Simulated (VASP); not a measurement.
# MgB (CsCl type) (Pm-3m) in VASP: further runs

The runs below take MgB (CsCl type) through electric field gradients, with PBEsol, r2SCAN.

Everything below comes from runs of VASP 6.6.1. Logs are shortened: lines on timing, memory, paths and dates and some standing lists are left out, and cuts for length are marked.

### 1 The cell of the first run

It takes space group Pm-3m (No. 221, cubic). Conventional cell: a = 2.931 Å, b = 2.931 Å, c = 2.931 Å, α = 90.00°, β = 90.00°, γ = 90.00°. B (site symmetry m-3m) has 8 Mg at 2.54 Å and 6 B at 2.93 Å within 3.4 Å. Mg (site symmetry m-3m) has 8 B at 2.54 Å and 6 Mg at 2.93 Å within 3.4 Å.

### 2 Electric field gradients, PBEsol (functional pbesol, volume scaled by 1.04)

INCAR

```
  PREC = Accurate
  ENCUT = 520
  EDIFF = 1E-8
  ISMEAR = -1
  SIGMA = 0.05
  LREAL = F
  LASPH = T
  NELM = 120
  ALGO = Normal
  ISIF = 2
  LWAVE = F
  LCHARG = F
  GGA = PS
  LEFG = T
  NBANDS = 10
  GGA_COMPAT = F
```

KPOINTS

```
regular mesh
0
Gamma
  11 11 11
```

POSCAR

```
MgB
1.0
    2.9311688766      0.0000000000      0.0000000000
    0.0000000000      2.9311688766      0.0000000000
    0.0000000000      0.0000000000      2.9311688766
B Mg
1 1
Direct
    0.0000000000      0.0000000000      0.0000000000
    0.5000000000      0.5000000000      0.5000000000
```

Potentials or basis: VASP PAW PBE potentials, release 64 (B, Mg).

Command:

```sh
$ cat potpaw_PBE.64/B/POTCAR potpaw_PBE.64/Mg/POTCAR > POTCAR
$ mpirun -np 1 vasp_std > vasp.out
```

OUTCAR:

```text
PREC = Accurate
   ENCUT = 520
   EDIFF = 1E-8
   ISMEAR = -1
   LREAL = F
   LASPH = T
   NELM = 120
   ISIF = 2
   GGA = PS

 ion  position               nearest neighbor table
   1  0.000  0.000  0.000-   2 2.54   2 2.54   2 2.54   2 2.54   2 2.54   2 2.54   2 2.54   2 2.54

   2  0.500  0.500  0.500-   1 2.54   1 2.54   1 2.54   1 2.54   1 2.54   1 2.54   1 2.54   1 2.54

  LATTYP: Found a simple cubic cell.
 ALAT       =     2.9311688766

  Lattice vectors:

 A1 = (   2.9311688766,   0.0000000000,   0.0000000000)
 A2 = (   0.0000000000,   2.9311688766,   0.0000000000)
 A3 = (   0.0000000000,   0.0000000000,   2.9311688766)

Analysis of symmetry for initial positions (statically):
=====================================================================
 Subroutine PRICEL returns:
 Original cell was already a primitive cell.

 Routine SETGRP: Setting up the symmetry group for a
 simple cubic supercell.

 Subroutine GETGRP returns: Found 48 space group operations
 (whereof 48 operations were pure point group operations)
 out of a pool of 48 trial point group operations.

The static configuration has the point symmetry O_h .

Analysis of symmetry for dynamics (positions and initial velocities):
=====================================================================
 Subroutine PRICEL returns:
 Original cell was already a primitive cell.

 Routine SETGRP: Setting up the symmetry group for a
 simple cubic supercell.

 Subroutine GETGRP returns: Found 48 space group operations
 (whereof 48 operations were pure point group operations)
 out of a pool of 48 trial point group operations.

The dynamic configuration has the point symmetry O_h .

 Subroutine INISYM returns: Found 48 space group operations
 (whereof 48 operations are pure point group operations),
 and found     1 'primitive' translations

----------------------------------------------------------------------------------------

                                     Primitive cell

  volume of cell :      25.1839

  direct lattice vectors                    reciprocal lattice vectors
     2.931168877  0.000000000  0.000000000     0.341160828  0.000000000  0.000000000
     0.000000000  2.931168877  0.000000000     0.000000000  0.341160828  0.000000000
     0.000000000  0.000000000  2.931168877     0.000000000  0.000000000  0.341160828

  length of vectors
     2.931168877  2.931168877  2.931168877     0.341160828  0.341160828  0.341160828

  position of ions in fractional coordinates (direct lattice)
     0.000000000  0.000000000  0.000000000
     0.500000000  0.500000000  0.500000000

  ion indices of the primitive-cell ions
   primitive index   ion index
                 1           1
                 2           2

----------------------------------------------------------------------------------------

 KPOINTS: regular mesh

Automatic generation of k-mesh.
 Grid dimensions read from file:
 generate k-points for:   11   11   11

 Generating k-lattice:

  Cartesian coordinates                     Fractional coordinates (reciprocal lattice)
     0.031014621  0.000000000  0.000000000     0.090909091  0.000000000  0.000000000
     0.000000000  0.031014621  0.000000000     0.000000000  0.090909091  0.000000000
     0.000000000  0.000000000  0.031014621     0.000000000  0.000000000  0.090909091

  Length of vectors
     0.031014621  0.031014621  0.031014621

  Shift w.r.t. Gamma in fractional coordinates (k-lattice)
     0.000000000  0.000000000  0.000000000

 Subroutine IBZKPT returns following result:
 ===========================================

 Found     56 irreducible k-points:

 Following reciprocal coordinates:
            Coordinates               Weight
  0.000000  0.000000  0.000000      1.000000
  0.090909  0.000000  0.000000      6.000000
  0.181818  0.000000  0.000000      6.000000
  0.272727  0.000000  0.000000      6.000000
  0.363636  0.000000  0.000000      6.000000
  0.454545  0.000000  0.000000      6.000000
[... 16 lines left out ...]
  0.181818  0.090909  0.090909     24.000000
  0.272727  0.090909  0.090909     24.000000
 [... further k-points ...]
   k-points           NKPTS =     56   k-points in BZ     NKDIM =     56   number of bands    NBANDS=     10
   number of dos      NEDOS =    301   number of ions     NIONS =      2
   total plane-waves  NPLWV =  13824
   dimension x,y,z NGX =    24 NGY =   24 NGZ =   24
   dimension x,y,z NGXF=    48 NGYF=   48 NGZF=   48
   ions per type =               1   1
   NGX,Y,Z   is equivalent  to a cutoff of  13.61, 13.61, 13.61 a.u.
   NGXF,Y,Z  is equivalent  to a cutoff of  27.22, 27.22, 27.22 a.u.
 SYSTEM =  unknown system
   PREC   = accura    normal or accurate (medium, high low for compatibility)
   ISTART =      0    job   : 0-new  1-cont  2-samecut
   ICHARG =      2    charge: 1-file 2-atom 10-const
   ISPIN  =      1    spin polarized calculation?
   LNONCOLLINEAR =      F non collinear calculations
   LSORBIT =      F    spin-orbit coupling
   LASPH  =      T    aspherical Exc in radial PAW
   ENCUT  =  520.0 eV  38.22 Ry    6.18 a.u.   5.45  5.45  5.45*2*pi/ulx,y,z
   NELM   =    120;   NELMIN=  2; NELMDL= -5     # of ELM steps
   EDIFF  = 0.1E-07   stopping-criterion for ELM
   LREAL  =      F    real-space projection
   EDIFFG = 0.1E-06   stopping-criterion for IOM
   NSW    =      0    number of steps for IOM
   IBRION =     -1    ionic relax: 0-MD 1-quasi-New 2-CG
   NFREE  =      0    steps in history (QN), initial steepest desc. (CG)
   ISIF   =      2    stress and relaxation
   ISYM   =      2    0-nonsym 1-usesym 2-fastsym
   POTIM  = 0.5000    time-step for ionic-motion
   TEBEG  =    0.0;   TEEND  =   0.0 temperature during run
   PSTRESS=    0.0 pullay stress
   NELECT =       5.0000    total number of electrons
   NUPDOWN=      -1.0000    fix difference up-down
   EMIN   =  10.00;   EMAX   =-10.00  energy-range for DOS
   EFERMI =   0.00;   METHOD = LEGACY
   ISMEAR =    -1;   SIGMA  =   0.05  broadening in eV -4-tet -1-fermi 0-gaus
   EFERMI_NEDOS =   21; number of points for ismear=-14 and -15
   IALGO  =     38    algorithm
   IMIX   =      4    mixing-type and parameters
     AMIX     =   0.40;   BMIX     =  1.00
     AMIX_MAG =   1.60;   BMIX_MAG =  1.00
  volume/ion in A,a.u.               =      12.59        84.97
  Fermi-wavevector in a.u.,A,eV,Ry     =   0.955045  1.804774 12.410032  0.912112
  Thomas-Fermi vector in A             =   2.083847
   LORBIT       =      0    0 simple, 1 ext, 2 COOP (PROOUT), +10 PAW based schemes
   GGA     = PS    functional components
   LHFCALC =     F    Hartree Fock is set to
   AEXX    =    0.0000 exact exchange contribution
   IVDW    =     0    specifies the selected vdW correction
   LEPSILON=     F    determine dielectric tensor
   LRPA    =     F    only Hartree local field effects (RPA)
 non-spin polarized calculation
  energy-cutoff  :      520.00
  volume of cell :       25.18
 maximum number of plane-waves:       697
 NGX is ok and might be reduce to    24
   NGX = 11   NGY = 11   NGZ = 11

 number of electron       5.0000000 magnetization

 Free energy of the ion-electron system (eV)
  ---------------------------------------------------
  ext. energy  EPLUGINS =         0.00000000
  ---------------------------------------------------
  free energy    TOTEN  =        -7.13922661 eV

  energy without entropy =       -7.13560479  energy(sigma->0) =       -7.13741570

 E-fermi :   4.2887     XC(G=0): -10.2912

 val. band max:        4.2467498181   @ k =   0.3636   0.3636   0.3636
 cond. band min:       4.3983165844   @ k =   0.4545   0.2727   0.1818
 fundamental gap:      0.1515667663
 Fermi energy:         4.2886884444

 k-point     1 :       0.0000    0.0000    0.0000
  band No.  band energies     occupation
      1      -6.2349      2.00000
      2       6.7510      0.00000
      3       6.7510      0.00000
      4       6.7510      0.00000
      5      11.2118      0.00000
      6      11.2118      0.00000
      7      12.7735      0.00000
      8      21.8779      0.00000
      9      21.8779      0.00000
     10      21.8779      0.00000

 k-point     2 :       0.0909    0.0000    0.0000
  band No.  band energies     occupation
      1      -6.1075      2.00000
      2       5.7406      0.00000
      3       6.8247      0.00000
      4       6.8247      0.00000
      5      11.3542      0.00000
      6      11.9927      0.00000
      7      13.1596      0.00000
      8      21.2693      0.00000
      9      21.2693      0.00000
     10      21.6930      0.00000

 k-point     3 :       0.1818    0.0000    0.0000
  band No.  band energies     occupation
      1      -5.7282      2.00000
      2       3.8831      1.99940
      3       7.0334      0.00000
      4       7.0334      0.00000
      5      11.7807      0.00000
      6      12.6832      0.00000
      7      14.6280      0.00000
      8      19.8806      0.00000
      9      19.8806      0.00000
     10      21.4735      0.00000

 k-point     4 :       0.2727    0.0000    0.0000
  band No.  band energies     occupation
      1      -5.1078      2.00000
      2       1.9898      2.00000
      3       7.3359      0.00000
      4       7.3359      0.00000
      5      12.4878      0.00000
      6      13.2020      0.00000
      7      15.8596      0.00000
      8      18.4057      0.00000
      9      18.4057      0.00000
     10      20.5051      0.00000
[... 222 lines left out ...]
 k-point    22 :       0.0909    0.0909    0.0909
  band No.  band energies     occupation
      1      -5.8539      2.00000
      2       5.7838      0.00000
      3       5.7838      0.00000
      4       6.2144      0.00000
      5      12.6969      0.00000
      6      12.6969      0.00000
      7      13.5006      0.00000
      8      20.0387      0.00000
      9      20.7543      0.00000
     10      20.7543      0.00000

 k-point    23 :       0.1818    0.0909    0.0909
  band No.  band energies     occupation
      1      -5.4769      2.00000
      2       4.0658      1.97708
      3       6.0439      0.00000
      4       6.3611      0.00000
      5      12.9526      0.00000
      6      13.4916      0.00000
      7      14.5554      0.00000
      8      18.9981      0.00000
      9      19.1105      0.00000
     10      20.9911      0.00000

 k-point    24 :       0.2727    0.0909    0.0909
  band No.  band energies     occupation
      1      -4.8607      2.00000
      2       2.2021      2.00000
      3       6.4333      0.00000
      4       6.7152      0.00000
      5      13.2470      0.00000
      6      13.7913      0.00000
      7      15.2094      0.00000
      8      17.5581      0.00000
      9      18.7429      0.00000
     10      21.7193      0.00000

 [... further k-points ...]

------------------------ aborting loop because EDIFF is reached ----------------------------------------

  FORCE on cell =-STRESS in cart. coord.  units (eV):
  Direction    XX          YY          ZZ          XY          YZ          ZX
  --------------------------------------------------------------------------------------
  -------------------------------------------------------------------------------------
  Total       -0.7787218     -0.7787218     -0.7787218      0.0000000      0.0000000      0.0000000
  in kB      -49.5416419    -49.5416419    -49.5416419      0.0000000      0.0000000      0.0000000
  external PRESSURE =     -49.5416419 kB  Pullay stress =       0.0000000 kB

 VOLUME and BASIS-vectors are now :
 -----------------------------------------------------------------------------
  energy-cutoff  :      520.00
  volume of cell :       25.18
      direct lattice vectors                 reciprocal lattice vectors
     2.931168877  0.000000000  0.000000000     0.341160828  0.000000000  0.000000000
     0.000000000  2.931168877  0.000000000     0.000000000  0.341160828  0.000000000
     0.000000000  0.000000000  2.931168877     0.000000000  0.000000000  0.341160828

 POSITION                                       TOTAL-FORCE (eV/Angst)
 -----------------------------------------------------------------------------------
      0.00000      0.00000      0.00000         0.000000      0.000000      0.000000
      1.46558      1.46558      1.46558         0.000000      0.000000      0.000000
 -----------------------------------------------------------------------------------
    total drift:                                0.000000      0.000000      0.000000

  FREE ENERGIE OF THE ION-ELECTRON SYSTEM (eV)
  ---------------------------------------------------
  free  energy   TOTEN  =        -7.1392266123 eV

  energy  without entropy=       -7.1356047911  energy(sigma->0) =       -7.13741570

 Electric field gradients (V/A^2)
---------------------------------------------------------------------
 ion       V_xx      V_yy      V_zz      V_xy      V_xz      V_yz
---------------------------------------------------------------------
   1       0.000     0.000     0.000    -0.000    -0.000    -0.000
   2      -0.000    -0.000     0.000     0.000     0.000     0.000
---------------------------------------------------------------------

 Electric field gradients after diagonalization (V/A^2)
 (convention: |V_zz| > |V_xx| > |V_yy|)
----------------------------------------------------------------------
 ion       V_xx      V_yy      V_zz     asymmetry (V_yy - V_xx)/ V_zz
----------------------------------------------------------------------
   1       0.000     0.000     0.000      -0.025
   2      -0.000     0.000    -0.000      -0.769
----------------------------------------------------------------------

           NMR quadrupolar parameters

 Cq : quadrupolar parameter    Cq=e*Q*V_zz/h
 eta: asymmetry parameters     (V_yy - V_xx)/ V_zz
 Q  : nuclear electric quadrupole moment in mb (millibarn)
----------------------------------------------------------------------
 ion       Cq(MHz)       eta       Q (mb)
----------------------------------------------------------------------
   1       0.000      -0.025       1.000
   2      -0.000      -0.769       1.000
----------------------------------------------------------------------
```

It took 7.9 s on 1 thread of Intel Xeon 6975P-C, shared host; peak memory 0.15 GiB.

Results:

* Free energy: -7.1392 eV
* Pressure: -5.0 GPa

Caveat: without QUAD_EFG the Cq values of the log hold for a quadrupole moment of 1 mb, not for the nuclei; the PAW data sets were made with another functional, which shifts forces and pressure a little.

(Continued in part 2 of 2.)
